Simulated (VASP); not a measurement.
# C (Cmmm) in VASP: a series of runs, part 2 of 2

VASP 6.6.1.

## (4) Relaxation of cell and atoms, PBE

Contents of INCAR:

```
SYSTEM = C
PREC     = Accurate       ! precision mode
ENCUT    = 600            ! plane-wave cutoff, eV
EDIFF    = 1E-7           ! SCF threshold, eV
ISMEAR   = 0              ! smearing method
SIGMA    = 0.1            ! smearing width, eV
LREAL    = .False.        ! projectors in reciprocal space
LASPH    = .True.         ! aspherical terms in the spheres
NELM     = 100            ! most SCF steps
ALGO     = Normal         ! electronic algorithm
ISIF     = 3              ! what is computed and relaxed
LWAVE    = .False.        ! write WAVECAR
LCHARG   = .False.        ! write CHGCAR
GGA      = PE             ! functional
IBRION   = 2              ! ionic algorithm
NSW      = 90             ! ionic steps
EDIFFG   = -0.04          ! ionic threshold
```

Contents of KPOINTS:

```
Automatic mesh
0
Gamma
  8 8 6
  0 0 0
```

Contents of POSCAR:

```
C
1.0
    1.3722068400     -2.1750457500      0.0000000000
    1.3722068400      2.1750457500      0.0000000000
    0.0000000000      0.0000000000      2.7145405200
C
3
Direct
    0.0000000000      0.5000000000      0.0000000000
    0.5000000000      0.0000000000      0.0000000000
    0.5000000000      0.5000000000      0.5000000000
```

Potentials or basis: VASP PAW PBE potentials, release 64 (C).

Started as:

```sh
$ cat potpaw_PBE.64/C/POTCAR > POTCAR
$ mpirun -np 1 vasp_std > vasp.out
```

OUTCAR:

```text
SYSTEM = C
   PREC = Accurate
   ENCUT = 600
   EDIFF = 1E-7
   ISMEAR = 0
   LREAL = .False.
   LASPH = .True.
   NELM = 100
   ISIF = 3
   GGA = PE
   IBRION = 2
   NSW = 90
   EDIFFG = -0.04

 ion  position               nearest neighbor table
   1  0.000  0.500  0.000-   2 1.37   2 1.37   3 1.87   3 1.87   3 1.87   3 1.87
   2  0.500  0.000  0.000-   1 1.37   1 1.37   3 1.87   3 1.87   3 1.87   3 1.87
   3  0.500  0.500  0.500-   1 1.87   2 1.87   1 1.87   2 1.87   2 1.87   2 1.87   1 1.87   1 1.87

  LATTYP: Found a base centered orthorhombic cell.
 ALAT       =     2.7444136800
 B/A-ratio  =     1.5850713512
 C/A-ratio  =     0.9891149209

  Lattice vectors:

 A1 = (   1.3722068400,  -2.1750457500,   0.0000000000)
 A2 = (   1.3722068400,   2.1750457500,   0.0000000000)
 A3 = (   0.0000000000,   0.0000000000,   2.7145405200)

Analysis of symmetry for initial positions (statically):
=====================================================================
 Subroutine PRICEL returns:
 Original cell was already a primitive cell.

 Routine SETGRP: Setting up the symmetry group for a
 base centered orthorhombic supercell.

 Subroutine GETGRP returns: Found  8 space group operations
 (whereof  8 operations were pure point group operations)
 out of a pool of  8 trial point group operations.

The static configuration has the point symmetry D_2h.

[... 168 lines left out ...]
 val. band max:       11.6658650433   @ k =   0.1250   0.1250   0.5000
 cond. band min:      11.7157024900   @ k =   0.1250   0.1250   0.3333
 fundamental gap:      0.0498374467
 Fermi energy:        11.6800694677

 k-point     1 :       0.0000    0.0000    0.0000
  band No.  band energies     occupation
      1     -12.1142      2.00000
      2       0.5779      2.00000
      3       2.0574      2.00000
      4       7.3187      2.00000
      5       8.7253      2.00000
      6       9.4467      2.00000
      7      14.9511      0.00000
      8      18.2693      0.00000
      9      19.4365      0.00000
     10      20.1555      0.00000
[... 403 lines left out ...]
  FREE ENERGIE OF THE ION-ELECTRON SYSTEM (eV)
  ---------------------------------------------------
  free  energy   TOTEN  =       -18.6552472900 eV

  energy  without entropy=      -18.6488609355  energy(sigma->0) =      -18.65205411

[... ionic steps 4 to 9 ...]

--------------------------------------- Ionic step       10  -------------------------------------------

 number of electron      11.9999999 magnetization

------------------------ aborting loop because EDIFF is reached ----------------------------------------
[... 69 lines left out ...]
--------------------------------------- Ionic step       12  -------------------------------------------

 number of electron      11.9999999 magnetization

 Free energy of the ion-electron system (eV)
  ---------------------------------------------------
  ext. energy  EPLUGINS =         0.00000000
  ---------------------------------------------------
  free energy    TOTEN  =       -18.92363207 eV

  energy without entropy =      -18.91810755  energy(sigma->0) =      -18.92086981

 E-fermi :   9.0662     XC(G=0): -12.9437

 val. band max:        9.0444673643   @ k =   0.2500   0.1250   0.3333
 cond. band min:       9.1075015865   @ k =   0.2500   0.2500   0.3333
 fundamental gap:      0.0630342222
 Fermi energy:         9.0661661018

 k-point     1 :       0.0000    0.0000    0.0000
  band No.  band energies     occupation
      1     -12.3553      2.00000
      2      -1.6279      2.00000
      3       2.6602      2.00000
      4       3.4391      2.00000
      5       4.6380      2.00000
      6       7.5861      2.00000
      7      10.6556      0.00000
      8      15.1211      0.00000
      9      15.4194      0.00000
     10      16.7882      0.00000
[... 329 lines left out ...]
  FREE ENERGIE OF THE ION-ELECTRON SYSTEM (eV)
  ---------------------------------------------------
  free  energy   TOTEN  =       -18.9236320686 eV

  energy  without entropy=      -18.9181075469  energy(sigma->0) =      -18.92086981

 reached required accuracy - stopping structural energy minimisation
```

CONTCAR:

```text
C
   1.00000000000000
     1.4090689489240769   -2.5878764621185657    0.0000000000000000
     1.4090689489240769    2.5878764621185657    0.0000000000000000
     0.0000000000000000    0.0000000000000000    2.6362211577582553
  C
     3
Direct
     1.0000000000000000    0.5000000000000000    0.0000000000000000
     0.5000000000000000    1.0000000000000000    0.0000000000000000
     0.5000000000000000    0.5000000000000000    0.5000000000000000

  0.00000000E+00  0.00000000E+00  0.00000000E+00
  0.00000000E+00  0.00000000E+00  0.00000000E+00
  0.00000000E+00  0.00000000E+00  0.00000000E+00
```

Wall time 2.2 min (1 thread of Intel Xeon 8259CL, shared host); peak memory 0.14 GiB.

What came out:

| Item | Value |
| --- | --- |
| Free energy | -18.9236 eV |
| Relaxed volume | 6.41 Å³/atom |
| Relaxed cell | a = 2.947 Å, b = 2.947 Å, c = 2.636 Å, α = 90.00°, β = 90.00°, γ = 122.86° |
| Space group after relaxing (to 0.1 Å) | Cmmm (No. 65) |
| Energy gained by relaxing | 363.5 meV/atom |
| Ionic steps | 12 |
| Pressure after relaxing | -0.1 GPa |
| Band gap on the k mesh | zero (bands 6 and 7 overlap by 2.77 eV) |

The path:
| step | energy change (eV) | largest force (eV/Å) | pressure (GPa) | volume (Å³) |
| --- | --- | --- | --- | --- |
| 1 | 0.0000 | 0.0000 | 63.27 | 16.20 |
| 2 | -0.5843 | 0.0000 | -32.27 | 21.60 |
| 3 | -0.8221 | 0.0000 | -12.08 | 19.42 |
| 4 | -1.0602 | 0.0000 | 6.73 | 19.41 |
| 5 | -1.0866 | 0.0000 | 0.29 | 19.43 |
| 6 | -1.0875 | 0.0000 | -0.70 | 19.44 |
| 7 | -1.0874 | 0.0000 | -0.37 | 19.43 |
| 8 | -1.0895 | 0.0000 | -1.68 | 19.40 |
| 9 | -1.0895 | 0.0000 | -1.75 | 19.40 |
| 10 | -1.0902 | 0.0000 | 0.48 | 19.21 |
| 11 | -1.0903 | 0.0000 | -0.03 | 19.25 |
| 12 | -1.0905 | 0.0000 | -0.14 | 19.23 |

Final structure:
```xyz
3
Lattice="1.4091 -2.5879 0.0000 1.4091 2.5879 0.0000 0.0000 0.0000 2.6362" Properties=species:S:1:pos:R:3 pbc="T T T"
C     2.1136   -1.2939    0.0000
C     2.1136    1.2939    0.0000
C     1.4091    0.0000    1.3181
```

Caveat: the k points lie up to 0.40 Å⁻¹ apart in the final cell, too coarse for converged energies and pressures of a metal; the volume moved by over 15 % at a fixed basis, so the end points are rough.

## (5) Summary

```csv
task,cell,cutoff (eV),gap on the mesh (eV),pressure (GPa)
single point,"a = 2.572, b = 2.572, c = 2.715 Å, angles 90.0, 90.0, 115.5°, 3 atoms",520,none,63.8
single point,"a = 2.947, b = 2.947, c = 2.639 Å, angles 90.0, 90.0, 122.9°, 3 atoms",520,none,0.2
relaxation of cell and atoms,"relaxed from a = 2.572, b = 2.572, c = 2.715 Å, angles 90.0, 90.0, 115.5°, 3 atoms",600,none,-0.1
```

Alike in all rows: level PBE; potentials or basis VASP PAW PBE potentials, release 64 (C); no spin polarisation; k mesh 8 × 8 × 6; smearing gaussian 0.1 eV.

Caveats: all runs use coarse meshes; the volume moved by over 15 % at a fixed basis, so the end points are rough (at least some runs).

Total energies depend on the potentials used, so only differences within one code and one set of settings carry meaning.
